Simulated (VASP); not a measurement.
Here is a VASP 6.6.1 calculation.

The input INCAR:

```
SYSTEM = Mg32O30F
PREC = Accurate ; ENCUT = 520
EDIFF = 1E-7 ; ISMEAR = 0
SIGMA = 0.02 ; LREAL = Auto
LASPH = .True. ; NELM = 100
ALGO = Normal ; ISIF = 2
LWAVE = .False. ; LCHARG = .False.
GGA = PE ; NELECT = 250.0
NBANDS = 162
```

KPOINTS

```
Automatic mesh
0
Gamma
  1 1 1
  0 0 0
```

Contents of POSCAR:

```
Mg32O30F
1.0
    8.6060000000      0.0000000000      0.0000000000
    0.0000000000      8.6060000000      0.0000000000
    0.0000000000      0.0000000000      8.6060000000
Mg O F
32 30 1
Direct
    0.5026871950     -0.0000671624     -0.0109164536
    0.7491996282      0.2511357193      0.0007473855
    0.7608716012     -0.0000646061      0.2472514525
   -0.0054716477     -0.0000983035     -0.0056159656
    0.2496096909      0.2540745991     -0.0013336045
    0.5002390193      0.5000565884     -0.0004450383
    0.7491847548      0.7487784104      0.0007583082
    0.2241242157      0.0003663723      0.2239712991
    0.4976141064      0.2597507553      0.2523125726
    0.7503858936      0.5000539159      0.2497086916
    0.5259793168      0.0003709040      0.5258277946
    0.7512689984      0.2540729723      0.5003337207
    0.7555406693     -0.0001001627      0.7553977458
   -0.0012335580      0.5000180107     -0.0013843830
    0.2496310713      0.7460140600     -0.0011138740
   -0.0011825471      0.2540772717      0.2494575877
    0.2468346502      0.4999474785      0.2466858006
    0.4974676970      0.7401914943      0.2524552638
   -0.0107595863     -0.0000663491      0.5025411341
    0.2524611899      0.2597461074      0.4974657216
    0.5032507553      0.4999485243      0.5031010923
    0.7510528701      0.7460142924      0.5003139670
    0.2473968162     -0.0000650709      0.7607147339
    0.5004855914      0.2540765745      0.7511175924
    0.7513313967      0.5000197537      0.7511803393
   -0.0009631652      0.7460110388      0.2494798977
   -0.0002959563      0.5000547293      0.5000914478
    0.2526015571      0.7401952126      0.4973202417
    0.0008947246      0.2511329305      0.7490528701
    0.2498564955      0.5000537997      0.7502362305
    0.5004661864      0.7460111550      0.7509003021
    0.0009047176      0.7487806182      0.7490374158
    0.7471568673      0.2472825935      0.2511381594
   -0.0019158726      0.4999693237      0.2498465024
    0.0029255171      0.2472680688      0.4986516384
    0.2473537067      0.2517120614      0.2472046247
    0.4992966535      0.4998930978      0.2506141064
    0.7470729723      0.7526220079      0.2511385080
   -0.0028777597     -0.0001297932      0.2497914246
    0.5027504067      0.2517504067      0.5025992331
    0.7520395073      0.4999664188      0.4999309784
    0.0030068557      0.7526359517      0.4986552405
    0.7504207530      0.2490812224      0.7502741111
    0.0009965141      0.4999682779      0.7489607251
   -0.0003194283      0.2490632117     -0.0004696723
    0.2474298164      0.7480577504      0.2472801534
    0.2507634209      0.4998930978      0.4991485010
    0.5026766210      0.7480111550      0.5025254474
    0.7529676970     -0.0001270044      0.5000196375
    0.2512891006      0.2472809668      0.7470067395
    0.5000807576      0.4999672322      0.7518899605
    0.7504283058      0.7508173367      0.7502791076
    0.0010626307     -0.0000378805      0.7488846154
    0.4987989775      0.2472657448      0.0027792238
    0.7491072508      0.4999687427      0.0008485940
   -0.0003267488      0.7508347664     -0.0004762956
    0.2512874739      0.7526238671      0.7469227283
    0.5001834766     -0.0001282826      0.7528155938
    0.2499979084      0.4999694399     -0.0020672786
    0.4988035092      0.7526374622      0.0028597490
    0.7490271903     -0.0000386939      0.0009228445
    0.2499496863     -0.0001302580     -0.0030313735
    0.3750455496     -0.0002463398      0.3749065768
```

Potentials or basis: VASP PAW PBE potentials, release 64 (Mg, O, F).

Run with:

```console
$ cat potpaw_PBE.64/Mg/POTCAR potpaw_PBE.64/O/POTCAR potpaw_PBE.64/F/POTCAR > POTCAR
$ mpirun -np 1 vasp_gam > vasp.out
```

Estimate the largest force.

0.018 eV/Å.

Forces on the atoms (eV/Å):
```
Mg  -0.002 -0.001 -0.013
Mg   0.000  0.006 -0.001
Mg   0.012 -0.002  0.002
Mg  -0.002  0.003 -0.002
Mg  -0.002 -0.002  0.002
Mg   0.001 -0.002  0.005
Mg  -0.003 -0.005  0.002
Mg  -0.005 -0.010 -0.005
Mg  -0.002  0.018  0.002
Mg  -0.006 -0.001 -0.002
Mg   0.003 -0.010  0.003
Mg  -0.001 -0.001  0.002
Mg   0.003  0.003  0.003
Mg  -0.003 -0.002 -0.003
Mg   0.000 -0.006 -0.006
Mg   0.002 -0.002 -0.002
Mg   0.005 -0.002  0.004
Mg   0.002 -0.017 -0.001
Mg  -0.014 -0.001 -0.002
Mg   0.003  0.018 -0.002
Mg  -0.004 -0.002 -0.005
Mg   0.006 -0.006  0.000
Mg   0.003 -0.001  0.012
Mg   0.002 -0.001 -0.001
Mg   0.003 -0.003  0.002
Mg  -0.006 -0.005  0.000
Mg   0.008 -0.002  0.000
Mg   0.000 -0.017  0.002
Mg   0.000  0.005 -0.001
Mg  -0.001 -0.002 -0.007
Mg   0.000 -0.005  0.006
Mg   0.003 -0.005 -0.003
O    0.003  0.001  0.000
O    0.000  0.001  0.000
O   -0.001  0.001  0.000
O    0.003 -0.005  0.004
O    0.003  0.003 -0.001
O    0.007  0.002  0.000
O    0.011  0.007  0.006
O   -0.004 -0.007 -0.004
O   -0.003  0.001  0.002
O   -0.006  0.001  0.000
O   -0.003  0.000 -0.002
O   -0.007  0.000  0.006
O    0.002  0.001  0.003
O   -0.002  0.008 -0.002
O   -0.002  0.004  0.004
O    0.001  0.011  0.001
O   -0.011  0.006 -0.007
O    0.000 -0.001  0.002
O    0.001  0.001 -0.002
O   -0.003  0.001 -0.003
O   -0.003 -0.001  0.003
O    0.000  0.002 -0.003
O    0.006  0.000 -0.006
O    0.003  0.001  0.003
O    0.000  0.003  0.006
O   -0.008  0.007 -0.009
O   -0.001  0.001  0.001
O    0.000  0.001 -0.007
O    0.002 -0.001 -0.003
O    0.005  0.006  0.012
F   -0.001  0.005  0.003
```

Caveat: the k points lie up to 0.73 Å⁻¹ apart; the cell carries a net charge on a neutralising background, which shifts energy and pressure.
